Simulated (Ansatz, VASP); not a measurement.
# Al6H: VASP beside Ansatz

```
Al H
1.0
     5.71430    0.00000    0.00000
    -2.85715    4.94873    0.00000
     0.00000    0.00000   22.60164
Al H
12 2
Cartesian
  1.4286 0.8248 4.0000
  0.0000 3.2992 4.0000
  4.2857 0.8248 4.0000
  2.8572 3.2992 4.0000
  0.0000 1.6496 6.3009
  -1.4286 4.1239 6.3009
  2.8572 1.6496 6.3009
  1.4286 4.1239 6.3009
  0.0000 0.0000 8.6016
  -1.4286 2.4744 8.6016
  2.8572 0.0000 8.6016
  1.4286 2.4744 8.6016
  0.0000 1.1494 9.3716
  0.0000 3.7994 9.3716
```

Alike in both runs: task single point; functional PBE; k mesh 6 × 6 × 1; occupations gaussian, width 0.1 eV; no spin polarisation.

```csv
,VASP,Ansatz
version,VASP 6.6.1,Ansatz 0.2.0
potentials or method,"VASP PAW PBE potentials, release 64 (Al, H), cutoff 520 eV","scalar-relativistic, plane waves, PAW"
valence electrons in the cell,38,38
```

VASP gave:

* gap on the k mesh at the Fermi level (eV): none
* rms of the force components (eV/Å): 1.618

Task: Which values does Ansatz return?

Result: gap on the k mesh at the Fermi level (eV): none; rms of the force components (eV/Å): 1.621.

Atom by atom the forces differ by 0.002 eV/Å (rms over components). A gap of «none» marks a metal or a gap that the smearing closes. The functional is the same, so the differences come from potentials, cutoffs and numerics.
